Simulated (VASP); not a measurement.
The system is HfO2.

```
CELL_PARAMETERS angstrom
0.00000 2.50389 2.53861
2.50389 0.00000 2.53861
2.50389 2.50389 0.00000
ATOMIC_POSITIONS crystal
Hf 0.00000 0.00000 0.00000
O 0.25000 0.25000 0.25000
O 0.75000 0.75000 0.75000
```

This cell differs from its parent crystal: epitaxial xy strain -1.0%.

Base run:

```yaml
Program: VASP 6.6.1
Functional: r2SCAN
Potentials_or_basis: VASP PAW PBE potentials, release 64 (Hf_pv, O)
Cutoff: 520 eV
k_mesh: 8 × 8 × 8
Occupations: gaussian, width 0.01 eV
Spin: no spin polarisation
```

Its results: band gap on the k mesh 4.30 eV, direct; pressure 0.5 GPa.

Task: The run is repeated on the same cell with these changes: functional from r2SCAN to PBE; occupations from gaussian, width 0.01 eV to fermi-dirac, width 0.02 eV. What comes out?

Result: Band gap on the k mesh 3.80 eV, indirect (least direct gap 3.80 eV); pressure 6.6 GPa.

Caveats: spin-orbit coupling is left out, which moves the levels of the heavy elements; the PAW data sets were made with another functional, which shifts forces and pressure a little (some runs).

A k mesh can miss the band edges.
